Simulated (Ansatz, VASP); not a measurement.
EuS in VASP and in Ansatz

```
CELL_PARAMETERS angstrom
-2.96221 -5.92441 -2.96221
-2.96221 0.00000 -2.96221
2.96221 0.00000 -2.96221
ATOMIC_POSITIONS crystal
Eu 0.00000 0.00000 0.00000
Eu 0.50000 0.00000 0.50000
S 0.00000 0.50000 0.50000
S 0.50000 0.50000 0.00000
```

Alike in both runs: task single point; functional r2SCAN; k mesh 6 × 6 × 6; collinear spin; Hubbard terms Eu f U = 5.07 eV.

```csv
,VASP,Ansatz
version,VASP 6.6.1,Ansatz 0.2.0
potentials or method,"VASP PAW PBE potentials, release 64 (Eu, S), cutoff 800 eV",PAW plane waves
occupations,"fermi-dirac, width 0.1 eV",fermi-dirac
valence electrons in the cell,46,46
```

Ansatz gave:

- pressure (GPa): 1.4
- net moment per atom (μB): 0.00
- size of the moment on the site where the two differ most (μB): 6.88

Task: Which values does VASP return?

Result: Pressure (GPa): 1.6; net moment per atom (μB): 0.00; size of the moment on the site where the two differ most (μB): 6.62.

VASP's potentials were made for PBE, not for r2SCAN. Site moments also hang on the region over which each program counts them. The programs project onto different local orbitals, so the same U acts differently, and such runs can settle in different states. Ansatz's warnings: stability check not made.

Neither program's run includes spin-orbit coupling.
